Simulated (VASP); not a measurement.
# YInCu4 (F-43m) in VASP: notebook, part 2 of 2

VASP 6.6.1. The steps go on from the part before.

**4. Relaxation of cell and atoms, LDA**

This run uses another cell than the first one, of 15.41 Å³/atom, 1.060 times its volume.

INCAR reads:

```
  ALGO = Normal
  EDIFF = 1E-6
  EDIFFG = -0.005
  ENCUT = 600
  IBRION = 2
  ISIF = 3
  ISMEAR = -1
  LASPH = T
  LCHARG = F
  LREAL = F
  LWAVE = F
  NELM = 80
  NSW = 70
  PREC = Accurate
  SIGMA = 0.05
```

KPOINTS reads:

```
k-points
0
Gamma
  8 8 8
```

POSCAR reads:

```
YInCu4
1.0
    0.0000000000      3.5889603100      3.5889603100
    3.5889603100      0.0000000000      3.5889603100
    3.5889603100      3.5889603100      0.0000000000
Y In Cu
1 1 4
Direct
    0.0000000000      0.0000000000      0.0000000000
    0.2500000000      0.2500000000      0.2500000000
    0.6246650400      0.1260048800      0.6246650400
    0.6246650400      0.6246650400      0.1260048800
    0.6246650400      0.6246650400      0.6246650400
    0.1260048800      0.6246650400      0.6246650400
```

Potentials or basis: VASP PAW LDA potentials, release 64 (Y_sv, In_d, Cu).

The run is started by

```
> cat potpaw_LDA.64/Y_sv/POTCAR potpaw_LDA.64/In_d/POTCAR potpaw_LDA.64/Cu/POTCAR > POTCAR
> mpirun -np 1 vasp_std > vasp.out
```

OUTCAR:

```text
EDIFF = 1E-6
   EDIFFG = -0.005
   ENCUT = 600
   IBRION = 2
   ISIF = 3
   ISMEAR = -1
   LASPH = T
   LREAL = F
   NELM = 80
   NSW = 70
   PREC = Accurate

 ion  position               nearest neighbor table
   1  0.000  0.000  0.000-   3 2.98   4 2.98   4 2.98   6 2.98   3 2.98   6 2.98   5 2.98   5 2.98
                             5 2.98   3 2.98   4 2.98   6 2.98   2 3.11   2 3.11   2 3.11   2 3.11
   2  0.250  0.250  0.250-   3 2.98   4 2.98   6 2.98   5 2.98   5 2.98   5 2.98   4 2.98   3 2.98
                             6 2.98   3 2.98   4 2.98   6 2.98   1 3.11   1 3.11   1 3.11   1 3.11
   3  0.625  0.126  0.625-   4 2.53   5 2.53   6 2.53   6 2.54   4 2.54   5 2.54   2 2.98   2 2.98
                             2 2.98   1 2.98   1 2.98   1 2.98
   4  0.625  0.625  0.126-   3 2.53   5 2.53   6 2.53   3 2.54   6 2.54   5 2.54   2 2.98   2 2.98
                             2 2.98   1 2.98   1 2.98   1 2.98
   5  0.625  0.625  0.625-   3 2.53   4 2.53   6 2.53   6 2.54   3 2.54   4 2.54   2 2.98   2 2.98
                             2 2.98   1 2.98   1 2.98   1 2.98
   6  0.126  0.625  0.625-   3 2.53   4 2.53   5 2.53   3 2.54   4 2.54   5 2.54   2 2.98   2 2.98
                             2 2.98   1 2.98   1 2.98   1 2.98

  LATTYP: Found a face centered cubic cell.
 ALAT       =     7.1779206200

  Lattice vectors:

 A1 = (   0.0000000000,   3.5889603100,   3.5889603100)
 A2 = (   3.5889603100,   0.0000000000,   3.5889603100)
 A3 = (   3.5889603100,   3.5889603100,   0.0000000000)

Analysis of symmetry for initial positions (statically):
=====================================================================
 Subroutine PRICEL returns:
 Original cell was already a primitive cell.

 Routine SETGRP: Setting up the symmetry group for a
 face centered cubic supercell.

 Subroutine GETGRP returns: Found 24 space group operations
 (whereof 24 operations were pure point group operations)
 out of a pool of 48 trial point group operations.

The static configuration has the point symmetry T_d .

Analysis of symmetry for dynamics (positions and initial velocities):
=====================================================================
 Subroutine PRICEL returns:
[... 148 lines left out ...]
 conjugate gradient relaxation of ions
 non-spin polarized calculation
  energy-cutoff  :      600.00
  volume of cell :       92.46
 maximum number of plane-waves:      3119
 NGX is ok and might be reduce to    42
   NGX = 21   NGY = 21   NGZ = 21

--------------------------------------- Ionic step        1  -------------------------------------------

 number of electron      67.9999988 magnetization

 Free energy of the ion-electron system (eV)
  ---------------------------------------------------
  ext. energy  EPLUGINS =         0.00000000
  ---------------------------------------------------
  free energy    TOTEN  =       -30.76391376 eV

  energy without entropy =      -30.76189762  energy(sigma->0) =      -30.76290569

------------------------ aborting loop because EDIFF is reached ----------------------------------------

  FORCE on cell =-STRESS in cart. coord.  units (eV):
  Direction    XX          YY          ZZ          XY          YZ          ZX
  --------------------------------------------------------------------------------------
  -------------------------------------------------------------------------------------
  Total       -3.5044609     -3.5044609     -3.5044609      0.0000000      0.0000000      0.0000000
  in kB      -60.7289593    -60.7289593    -60.7289593      0.0000000      0.0000000      0.0000000
  external PRESSURE =     -60.7289593 kB  Pullay stress =       0.0000000 kB
[... 147 lines left out ...]
--------------------------------------- Ionic step        5  -------------------------------------------

 number of electron      67.9999995 magnetization

 Free energy of the ion-electron system (eV)
  ---------------------------------------------------
  ext. energy  EPLUGINS =         0.00000000
  ---------------------------------------------------
  free energy    TOTEN  =       -30.86396469 eV

  energy without entropy =      -30.86223777  energy(sigma->0) =      -30.86310123

 E-fermi :   7.9497     XC(G=0): -12.5162

 val. band max:        7.9435446384   @ k =  -0.2500   0.5000   0.2500
 cond. band min:       8.1048464882   @ k =   0.0000   0.0000   0.0000
 fundamental gap:      0.1613018498
 Fermi energy:         7.9496939769

 k-point     1 :       0.0000    0.0000    0.0000
  band No.  band energies     occupation
      1     -34.2153      2.00000
      2     -14.4649      2.00000
      3     -14.4649      2.00000
      4     -14.4649      2.00000
      5      -6.5091      2.00000
      6      -6.5091      2.00000
[... 1021 lines left out ...]
     39      10.2697      0.00000
     40      13.5266      0.00000

 [... further k-points ...]

------------------------ aborting loop because EDIFF is reached ----------------------------------------

  FORCE on cell =-STRESS in cart. coord.  units (eV):
  Direction    XX          YY          ZZ          XY          YZ          ZX
  --------------------------------------------------------------------------------------
  -------------------------------------------------------------------------------------
  Total        0.0144482      0.0144482      0.0144482     -0.0000000     -0.0000000      0.0000000
  in kB        0.2644235      0.2644235      0.2644235     -0.0000000     -0.0000000      0.0000000
  external PRESSURE =       0.2644235 kB  Pullay stress =       0.0000000 kB
[... 21 lines left out ...]
  FREE ENERGIE OF THE ION-ELECTRON SYSTEM (eV)
  ---------------------------------------------------
  free  energy   TOTEN  =       -30.8639646864 eV

  energy  without entropy=      -30.8622377692  energy(sigma->0) =      -30.86310123

 reached required accuracy - stopping structural energy minimisation
```

Run time: 20 min. Hardware: 1 thread of Oxide Virtual Turin-like, shared host; peak memory 0.3 GiB.

Results:

```yaml
Free_energy: -30.8640 eV
Relaxed_volume: 14.59 Å³/atom
Relaxed_cell: a = 4.984 Å, b = 4.984 Å, c = 4.984 Å, α = 60.00°, β = 60.00°, γ = 60.00°
Space_group_after_relaxing_to_0.05_Å: F-43m (No. 216)
Energy_gained_by_relaxing: 16.7 meV/atom
Ionic_steps: 5
Pressure_after_relaxing: 0.0 GPa
Band_gap_on_the_k_mesh: zero (band 34 reaches 7.94 eV, above the bottom of band 35 at 7.73 eV)
```

Forces in eV/Å, atoms in the order of the input:
```
Y    0.000  0.000  0.000
In   0.000  0.000  0.000
Cu   0.002 -0.002  0.002
Cu   0.002  0.002 -0.002
Cu  -0.002 -0.002 -0.002
Cu  -0.002  0.002  0.002
```

The path:
```tsv
step	energy change (eV)	largest force (eV/Å)	pressure (GPa)	volume (Å³)
1	0.0000	0.0039	-6.07	92.46
2	-0.0637	0.0233	4.38	84.86
3	-0.1000	0.0170	-0.07	87.54
4	-0.1000	0.0170	0.09	87.45
5	-0.1001	0.0027	0.03	87.54
```

Final structure:
```
Y In Cu
1.0
     0.00000    3.52424    3.52424
     3.52424    0.00000    3.52424
     3.52424    3.52424    0.00000
Y In Cu
1 1 4
Direct
  0.00000 0.00000 0.00000
  0.25000 0.25000 0.25000
  0.62459 0.12622 0.62459
  0.62459 0.62459 0.12622
  0.62459 0.62459 0.62459
  0.12622 0.62459 0.62459
```

Caveat: spin-orbit coupling is left out, which moves the levels of the heavy elements.
